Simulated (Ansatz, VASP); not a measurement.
One calculation of Ti2SiSe2, two programs

File INCAR:

```
SYSTEM = Ti2SiSe2
PREC = Accurate ; ENCUT = 520
EDIFF = 1E-6 ; ISMEAR = 0
SIGMA = 0.1 ; LREAL = .FALSE.
LASPH = .TRUE. ; NELM = 150
ALGO = Normal ; ISIF = 2
LWAVE = .FALSE. ; LCHARG = .TRUE.
ISPIN = 2 ; MAGMOM = 1 1 0 0 0
LORBIT = 11 ; LMAXMIX = 4
GGA = PE ; LELF = .TRUE.
LVHAR = .TRUE. ; NBANDS = 32
```

File KPOINTS:

```
Automatic mesh
0
G
  6 6 4
  0 0 0
```

File POSCAR:

```
Ti2SiSe2
1.0
    4.7351281600      0.0000000000      0.0000000000
   -2.3675640800      4.1007412800      0.0000000000
    0.0000000000      0.0000000000      6.2418709600
Ti Si Se
2 1 2
Direct
    0.0000000000      0.0000000000      0.8282681400
    0.0000000000      0.0000000000      0.1717318600
    0.0000000000      0.0000000000      0.5000000000
    0.3333333300      0.6666666700      0.5000000000
    0.6666666700      0.3333333300      0.5000000000
```

Input for Ansatz:

```yaml
crystal:
  lattice:
    - [4.73512816, 0.0, 0.0]
    - [-2.36756408, 4.10074128, 0.0]
    - [0.0, 0.0, 6.24187096]
  atoms:
    - { symbol: Ti, position: [0.0, 0.0, 0.82826814], spin: 1.0 }
    - { symbol: Ti, position: [0.0, 0.0, 0.17173186], spin: 1.0 }
    - { symbol: Si, position: [0.0, 0.0, 0.5] }
    - { symbol: Se, position: [0.33333333, 0.66666667, 0.5] }
    - { symbol: Se, position: [0.66666667, 0.33333333, 0.5] }
basis:
  ecutwfc: 420
kpoints:
  mp_grid: { grid: [6, 6, 4] }
hamiltonian:
  xc: pbe
scf:
  occupations: { method: gaussian, width: 0.1 }
  lower_state_search: "off"
output:
  forces: true
  stress: true
  eigenvalues: true
  populations: true
magnetization:
  spin_polarized: true
```

Alike in both runs: task single point; functional PBE; k mesh 6 × 6 × 4; occupations gaussian, width 0.1 eV; collinear spin.

```csv
,VASP,Ansatz
version,VASP 6.6.1,Ansatz 0.2.0
potentials or method,"VASP PAW PBE potentials, release 64 (Ti_sv, Si, Se), cutoff 520 eV","scalar-relativistic, plane waves, PAW"
valence electrons in the cell,40,60
```

|  | VASP | Ansatz | Ansatz less VASP |
| --- | --- | --- | --- |
| gap on the k mesh at the Fermi level (eV) | none | none | - |
| pressure (GPa) | 12.9 | 12.9 | -0.04 |
| traceless stress, the component that is largest in VASP (GPa) | 20.25 | 20.18 | -0.070 |
| rms of the force components (eV/Å) | 2.228 | 2.268 | +0.0406 |
| net moment per atom (μB) | 0.00 | 0.00 | 0.000 |

Atom by atom the forces differ by 0.041 eV/Å (rms over components). A gap of «none» marks a metal or a gap that the smearing closes. VASP's potentials hold 40 valence electrons a cell and Ansatz's 60, so a difference there can come from the potentials and not from the codes. Ansatz's warnings: seeded moment not kept.
